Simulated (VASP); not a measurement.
# Na in VASP: a series of runs

The runs below take Na through single point, with LDA.

Everything below comes from runs of VASP 6.6.1. Logs are shortened: lines on timing, memory, paths and dates and some standing lists are left out, and cuts for length are marked.

## 1. The cell of the first run

Symmetry: Im-3m, No. 229, cubic system. Conventional cell: a = 4.108 Å, b = 4.108 Å, c = 4.108 Å, α = 90.00°, β = 90.00°, γ = 90.00°. Within 4.7 Å of Na (site symmetry m-3m) lie 14 Na at 3.56 to 4.11 Å.

## 2. Single point, LDA (strain -0.030 along x and y, -0.030 along z)

INCAR

```
ALGO = Normal ; EDIFF = 1E-6
ENCUT = 520 ; ISIF = 2
ISMEAR = 0 ; LASPH = T
LCHARG = T ; LELF = T
LREAL = F ; LVHAR = T
LWAVE = F ; NBANDS = 10
NELM = 60 ; PREC = Accurate
SIGMA = 0.15
```

KPOINTS

```
k-points
0
Gamma
  16 16 16
```

POSCAR

```
Na
1.0
   -2.0539750000      2.0539750000      2.0539750000
    2.0539750000     -2.0539750000      2.0539750000
    2.0539750000      2.0539750000     -2.0539750000
Na
1
Direct
    0.0000000000      0.0000000000      0.0000000000
```

Potentials or basis: VASP PAW LDA potentials, release 64 (Na_pv).

Started as:

```sh
cat potpaw_LDA.64/Na_pv/POTCAR > POTCAR
mpirun -np 1 vasp_std > vasp.out
```

OUTCAR:

```text
EDIFF = 1E-6
   ENCUT = 520
   ISIF = 2
   ISMEAR = 0
   LASPH = T
   LREAL = F
   NELM = 60
   PREC = Accurate

 ion  position               nearest neighbor table
   1  0.000  0.000  0.000-

  LATTYP: Found a body centered cubic cell.
 ALAT       =     4.1079500000

  Lattice vectors:

 A1 = (  -2.0539750000,   2.0539750000,   2.0539750000)
 A2 = (   2.0539750000,  -2.0539750000,   2.0539750000)
 A3 = (   2.0539750000,   2.0539750000,  -2.0539750000)

Analysis of symmetry for initial positions (statically):
=====================================================================
 Subroutine PRICEL returns:
 Original cell was already a primitive cell.

 Routine SETGRP: Setting up the symmetry group for a
 body centered cubic supercell.

 Subroutine GETGRP returns: Found 48 space group operations
 (whereof 48 operations were pure point group operations)
 out of a pool of 48 trial point group operations.

The static configuration has the point symmetry O_h .

Analysis of symmetry for dynamics (positions and initial velocities):
=====================================================================
 Subroutine PRICEL returns:
 Original cell was already a primitive cell.

 Routine SETGRP: Setting up the symmetry group for a
 body centered cubic supercell.

 Subroutine GETGRP returns: Found 48 space group operations
 (whereof 48 operations were pure point group operations)
 out of a pool of 48 trial point group operations.

The dynamic configuration has the point symmetry O_h .

 Subroutine INISYM returns: Found 48 space group operations
 (whereof 48 operations are pure point group operations),
 and found     1 'primitive' translations

----------------------------------------------------------------------------------------

                                     Primitive cell

  volume of cell :      34.6613

  direct lattice vectors                    reciprocal lattice vectors
    -2.053975000  2.053975000  2.053975000     0.000000000  0.243430421  0.243430421
     2.053975000 -2.053975000  2.053975000     0.243430421  0.000000000  0.243430421
     2.053975000  2.053975000 -2.053975000     0.243430421  0.243430421  0.000000000

  length of vectors
     3.557589057  3.557589057  3.557589057     0.344262604  0.344262604  0.344262604

  position of ions in fractional coordinates (direct lattice)
     0.000000000  0.000000000  0.000000000

  ion indices of the primitive-cell ions
   primitive index   ion index
                 1           1

----------------------------------------------------------------------------------------

 KPOINTS: k-points

Automatic generation of k-mesh.
 Grid dimensions read from file:
 generate k-points for:   16   16   16

 Generating k-lattice:

  Cartesian coordinates                     Fractional coordinates (reciprocal lattice)
     0.000000000  0.015214401  0.015214401     0.062500000  0.000000000  0.000000000
     0.015214401  0.000000000  0.015214401     0.000000000  0.062500000  0.000000000
     0.015214401  0.015214401  0.000000000     0.000000000  0.000000000  0.062500000

  Length of vectors
     0.021516413  0.021516413  0.021516413

  Shift w.r.t. Gamma in fractional coordinates (k-lattice)
     0.000000000  0.000000000  0.000000000

 Subroutine IBZKPT returns following result:
 ===========================================

 Found    145 irreducible k-points:

 Following reciprocal coordinates:
            Coordinates               Weight
  0.000000  0.000000  0.000000      1.000000
  0.062500  0.000000  0.000000     12.000000
  0.125000  0.000000  0.000000     12.000000
  0.187500  0.000000  0.000000     12.000000
  0.250000  0.000000  0.000000     12.000000
  0.312500  0.000000  0.000000     12.000000
[... 16 lines left out ...]
  0.187500  0.187500  0.000000     24.000000
  0.250000  0.187500  0.000000     48.000000
 [... further k-points ...]
   k-points           NKPTS =    145   k-points in BZ     NKDIM =    145   number of bands    NBANDS=     10
   number of dos      NEDOS =    301   number of ions     NIONS =      1
   total plane-waves  NPLWV =  21952
   dimension x,y,z NGX =    28 NGY =   28 NGZ =   28
   dimension x,y,z NGXF=    56 NGYF=   56 NGZF=   56
   ions per type =               1
   NGX,Y,Z   is equivalent  to a cutoff of  13.08, 13.08, 13.08 a.u.
   NGXF,Y,Z  is equivalent  to a cutoff of  26.17, 26.17, 26.17 a.u.
 SYSTEM =  unknown system
   PREC   = accura    normal or accurate (medium, high low for compatibility)
   ISTART =      0    job   : 0-new  1-cont  2-samecut
   ICHARG =      2    charge: 1-file 2-atom 10-const
   ISPIN  =      1    spin polarized calculation?
   LNONCOLLINEAR =      F non collinear calculations
   LSORBIT =      F    spin-orbit coupling
   LASPH  =      T    aspherical Exc in radial PAW
   ENCUT  =  520.0 eV  38.22 Ry    6.18 a.u.   6.61  6.61  6.61*2*pi/ulx,y,z
   NELM   =     60;   NELMIN=  2; NELMDL= -5     # of ELM steps
   EDIFF  = 0.1E-05   stopping-criterion for ELM
   LREAL  =      F    real-space projection
   EDIFFG = 0.1E-04   stopping-criterion for IOM
   NSW    =      0    number of steps for IOM
   IBRION =     -1    ionic relax: 0-MD 1-quasi-New 2-CG
   NFREE  =      0    steps in history (QN), initial steepest desc. (CG)
   ISIF   =      2    stress and relaxation
   ISYM   =      2    0-nonsym 1-usesym 2-fastsym
   POTIM  = 0.5000    time-step for ionic-motion
   TEBEG  =    0.0;   TEEND  =   0.0 temperature during run
   PSTRESS=    0.0 pullay stress
   NELECT =       7.0000    total number of electrons
   NUPDOWN=      -1.0000    fix difference up-down
   EMIN   =  10.00;   EMAX   =-10.00  energy-range for DOS
   EFERMI =   0.00;   METHOD = LEGACY
   ISMEAR =     0;   SIGMA  =   0.15  broadening in eV -4-tet -1-fermi 0-gaus
   EFERMI_NEDOS =   21; number of points for ismear=-14 and -15
   IALGO  =     38    algorithm
   IMIX   =      4    mixing-type and parameters
     AMIX     =   0.40;   BMIX     =  1.00
     AMIX_MAG =   1.60;   BMIX_MAG =  1.00
  volume/ion in A,a.u.               =      34.66       233.91
  Fermi-wavevector in a.u.,A,eV,Ry     =   0.960489  1.815061 12.551905  0.922539
  Thomas-Fermi vector in A             =   2.089778
   LORBIT       =      0    0 simple, 1 ext, 2 COOP (PROOUT), +10 PAW based schemes
   GGA     = CA    functional components
   LHFCALC =     F    Hartree Fock is set to
   AEXX    =    0.0000 exact exchange contribution
   IVDW    =     0    specifies the selected vdW correction
   LEPSILON=     F    determine dielectric tensor
   LRPA    =     F    only Hartree local field effects (RPA)
 non-spin polarized calculation
 Gauss-broadening in eV      SIGMA  =   0.15
  energy-cutoff  :      520.00
  volume of cell :       34.66
 maximum number of plane-waves:       959
   NGX = 13   NGY = 13   NGZ = 13

 number of electron       7.0000001 magnetization

 Free energy of the ion-electron system (eV)
  ---------------------------------------------------
  ext. energy  EPLUGINS =         0.00000000
  ---------------------------------------------------
  free energy    TOTEN  =        -1.45576852 eV

  energy without entropy =       -1.45087074  energy(sigma->0) =       -1.45331963

 E-fermi :   0.3538     XC(G=0):  -6.9193

 val. band max:        0.3428433213   @ k =  -0.3750   0.4375   0.1250
 cond. band min:       0.4068346805   @ k =  -0.4375   0.4375   0.0625
 fundamental gap:      0.0639913592
 Fermi energy:         0.3537538894

 k-point     1 :       0.0000    0.0000    0.0000
  band No.  band energies     occupation
      1     -24.5390      2.00000
      2     -24.5390      2.00000
      3     -24.5390      2.00000
      4      -3.0737      2.00000
      5      12.4275      0.00000
      6      12.4275      0.00000
      7      12.4275      0.00000
      8      13.5739      0.00000
      9      13.5739      0.00000
     10      14.2608      0.00000

 k-point     2 :       0.0625    0.0000    0.0000
  band No.  band energies     occupation
      1     -24.5408      2.00000
      2     -24.5396      2.00000
      3     -24.5390      2.00000
      4      -3.0015      2.00000
      5      11.4910      0.00000
      6      11.9720      0.00000
      7      12.1502      0.00000
      8      12.9563      0.00000
      9      13.0516      0.00000
     10      14.4729      0.00000

 k-point     3 :       0.1250    0.0000    0.0000
  band No.  band energies     occupation
      1     -24.5458      2.00000
      2     -24.5412      2.00000
      3     -24.5390      2.00000
      4      -2.7854      2.00000
      5       9.8221      0.00000
      6      11.2150      0.00000
      7      11.6214      0.00000
      8      12.1883      0.00000
      9      12.7972      0.00000
     10      14.5217      0.00000

 k-point     4 :       0.1875    0.0000    0.0000
  band No.  band energies     occupation
      1     -24.5534      2.00000
      2     -24.5438      2.00000
      3     -24.5390      2.00000
      4      -2.4275      2.00000
      5       8.1638      0.00000
      6      10.5068      0.00000
      7      11.0978      0.00000
      8      11.5235      0.00000
      9      12.4540      0.00000
     10      14.7521      0.00000
[... 222 lines left out ...]
 k-point    22 :       0.4375    0.1250   -0.0000
  band No.  band energies     occupation
      1     -24.5828      2.00000
      2     -24.5565      2.00000
      3     -24.5414      2.00000
      4       1.3374      0.00000
      5       1.8136      0.00000
      6       6.8332      0.00000
      7       9.1742      0.00000
      8      11.1132      0.00000
      9      13.3040      0.00000
     10      15.7878      0.00000

 k-point    23 :       0.1875    0.1875    0.0000
  band No.  band energies     occupation
      1     -24.5702      2.00000
      2     -24.5499      2.00000
      3     -24.5422      2.00000
      4      -1.1607      2.00000
      5       5.9310      0.00000
      6       6.6942      0.00000
      7       9.6548      0.00000
      8      12.1823      0.00000
      9      13.1603      0.00000
     10      15.6849      0.00000

 k-point    24 :       0.2500    0.1875    0.0000
  band No.  band energies     occupation
      1     -24.5750      2.00000
      2     -24.5538      2.00000
      3     -24.5427      2.00000
      4      -0.4710      2.00000
      5       4.7764      0.00000
      6       6.0691      0.00000
      7       9.2869      0.00000
      8      12.1123      0.00000
      9      13.4717      0.00000
     10      15.4626      0.00000

 [... further k-points ...]

------------------------ aborting loop because EDIFF is reached ----------------------------------------

  FORCE on cell =-STRESS in cart. coord.  units (eV):
  Direction    XX          YY          ZZ          XY          YZ          ZX
  --------------------------------------------------------------------------------------
  -------------------------------------------------------------------------------------
  Total       -0.0805891     -0.0805891     -0.0805891      0.0000000     -0.0000000      0.0000000
  in kB       -3.7251309     -3.7251309     -3.7251309      0.0000000     -0.0000000      0.0000000
  external PRESSURE =      -3.7251309 kB  Pullay stress =       0.0000000 kB

 VOLUME and BASIS-vectors are now :
 -----------------------------------------------------------------------------
  energy-cutoff  :      520.00
  volume of cell :       34.66
      direct lattice vectors                 reciprocal lattice vectors
    -2.053975000  2.053975000  2.053975000     0.000000000  0.243430421  0.243430421
     2.053975000 -2.053975000  2.053975000     0.243430421  0.000000000  0.243430421
     2.053975000  2.053975000 -2.053975000     0.243430421  0.243430421  0.000000000

 POSITION                                       TOTAL-FORCE (eV/Angst)
 -----------------------------------------------------------------------------------
      0.00000      0.00000      0.00000         0.000000      0.000000      0.000000
 -----------------------------------------------------------------------------------
    total drift:                               -0.000000     -0.000000     -0.000000

  FREE ENERGIE OF THE ION-ELECTRON SYSTEM (eV)
  ---------------------------------------------------
  free  energy   TOTEN  =        -1.4557685203 eV

  energy  without entropy=       -1.4508707399  energy(sigma->0) =       -1.45331963
```

Wall time 12 s (1 thread of Intel Xeon 6975P-C (Granite Rapids), shared host); peak memory 0.16 GiB.

What came out:

```
Free energy : -1.4558 eV
Pressure    : -0.4 GPa
```

Levels at points of the mesh, in eV from the Fermi level:
| k point | band 1 | band 2 | band 3 | band 4 | band 5 | band 6 | band 7 | band 8 |
| --- | --- | --- | --- | --- | --- | --- | --- | --- |
| (0.00, 0.00, 0.00) | -24.89 | -24.89 | -24.89 | -3.43 | 12.07 | 12.07 | 12.07 | 13.22 |
| (0.50, 0.00, 0.00) | -24.94 | -24.91 | -24.89 | 0.80 | 1.25 | 8.47 | 9.48 | 9.66 |
| (0.50, 0.50, 0.50) | -24.93 | -24.93 | -24.93 | 4.69 | 4.69 | 5.08 | 5.08 | 5.08 |

Caveat: the cell differs from its parent crystal (strain -0.030 along x and y, -0.030 along z).

## 3. Single point, LDA (strain -0.030 along x and y, -0.015 along z)

INCAR

```
PREC = Accurate
ENCUT = 520
EDIFF = 1E-6
ISMEAR = 0
SIGMA = 0.15
LREAL = False
LASPH = True
NELM = 80
ALGO = Fast
ISIF = 2
LWAVE = False
LCHARG = False
GGA = CA
NBANDS = 10
```

KPOINTS

```
Automatic mesh
0
Gamma
  16 16 16
```

POSCAR

```
Na
1.0
   -2.0539750000      2.0539750000      2.0857375000
    2.0539750000     -2.0539750000      2.0857375000
    2.0539750000      2.0539750000     -2.0857375000
Na
1
Direct
    0.0000000000      0.0000000000      0.0000000000
```

Potentials or basis: VASP PAW LDA potentials, release 64 (Na_pv).

Started as:

```sh
cat potpaw_LDA.64/Na_pv/POTCAR > POTCAR
mpirun -np 1 vasp_std > vasp.out
```

OUTCAR:

```text
PREC = Accurate
   ENCUT = 520
   EDIFF = 1E-6
   ISMEAR = 0
   LREAL = False
   LASPH = True
   NELM = 80
   ISIF = 2
   GGA = CA

 ion  position               nearest neighbor table
   1  0.000  0.000  0.000-

  LATTYP: Found a body centered tetragonal cell.
 ALAT       =     4.1079500000
 C/A-ratio  =     1.0154639175

  Lattice vectors:

 A1 = (  -2.0539750000,   2.0539750000,   2.0857375000)
 A2 = (   2.0539750000,  -2.0539750000,   2.0857375000)
 A3 = (   2.0539750000,   2.0539750000,  -2.0857375000)
[... 491 lines left out ...]
     10      14.2531      0.00000

 [... further k-points ...]

------------------------ aborting loop because EDIFF is reached ----------------------------------------

  FORCE on cell =-STRESS in cart. coord.  units (eV):
  Direction    XX          YY          ZZ          XY          YZ          ZX
  --------------------------------------------------------------------------------------
  -------------------------------------------------------------------------------------
  Total       -0.1411711     -0.1411711     -0.1453691      0.0000000      0.0000000      0.0000000
  in kB       -6.4260865     -6.4260865     -6.6171772      0.0000000      0.0000000      0.0000000
  external PRESSURE =      -6.4897834 kB  Pullay stress =       0.0000000 kB

 VOLUME and BASIS-vectors are now :
 -----------------------------------------------------------------------------
  energy-cutoff  :      520.00
  volume of cell :       35.20
      direct lattice vectors                 reciprocal lattice vectors
    -2.053975000  2.053975000  2.085737500     0.000000000  0.243430421  0.239723359
     2.053975000 -2.053975000  2.085737500     0.243430421  0.000000000  0.239723359
     2.053975000  2.053975000 -2.085737500     0.243430421  0.243430421  0.000000000

 POSITION                                       TOTAL-FORCE (eV/Angst)
 -----------------------------------------------------------------------------------
      0.00000      0.00000      0.00000         0.000000      0.000000      0.000000
 -----------------------------------------------------------------------------------
    total drift:                               -0.000000     -0.000000     -0.000000

  FREE ENERGIE OF THE ION-ELECTRON SYSTEM (eV)
  ---------------------------------------------------
  free  energy   TOTEN  =        -1.4543764458 eV

  energy  without entropy=       -1.4494358014  energy(sigma->0) =       -1.45190612
```

OSZICAR:

```text
N       E                     dE             d eps       ncg     rms          rms(c)
DAV:   1     0.287935903625E+02    0.28794E+02   -0.37982E+03  6988   0.588E+02
DAV:   2    -0.829675376330E+00   -0.29623E+02   -0.29483E+02  7200   0.151E+02
DAV:   3    -0.145162604148E+01   -0.62195E+00   -0.62140E+00  8544   0.236E+01
DAV:   4    -0.145613691100E+01   -0.45109E-02   -0.45106E-02  8174   0.196E+00
DAV:   5    -0.145619745463E+01   -0.60544E-04   -0.60543E-04  8008   0.222E-01    0.202E-01
RMM:   6    -0.145502837644E+01    0.11691E-02   -0.39029E-04  9366   0.225E-01    0.132E-01
RMM:   7    -0.145437957255E+01    0.64880E-03   -0.55204E-04  9559   0.213E-01    0.216E-02
RMM:   8    -0.145437216517E+01    0.74074E-05   -0.15707E-04  9318   0.212E-01    0.346E-03
RMM:   9    -0.145437563870E+01   -0.34735E-05   -0.31237E-05 10715   0.628E-02    0.270E-03
RMM:  10    -0.145437644580E+01   -0.80709E-06   -0.87350E-06  9710   0.500E-02
   1 F= -.14543764E+01 E0= -.14519061E+01  d E =-.494064E-02
```

It took 36 s on 1 thread of Intel Xeon 6975P-C (Granite Rapids), shared host; peak memory 0.2 GiB.

What came out:

```
Free energy : -1.4544 eV
Pressure    : -0.6 GPa
```

Levels at points of the mesh, in eV from the Fermi level:
```tsv
k point	band 1	band 2	band 3	band 4	band 5	band 6	band 7	band 8
(0.00, 0.00, 0.00)	-24.90	-24.90	-24.90	-3.39	11.90	11.90	12.13	12.99
(0.50, 0.00, 0.00)	-24.94	-24.92	-24.90	0.77	1.21	8.48	9.44	9.64
(0.50, 0.50, 0.00)	-24.94	-24.92	-24.90	0.83	1.29	8.28	9.24	9.43
(0.50, 0.50, 0.50)	-24.93	-24.93	-24.93	4.60	4.73	4.85	5.12	5.12
```

Caveat: the cell differs from its parent crystal (strain -0.030 along x and y, -0.015 along z).

(Continued in part 2 of 2.)
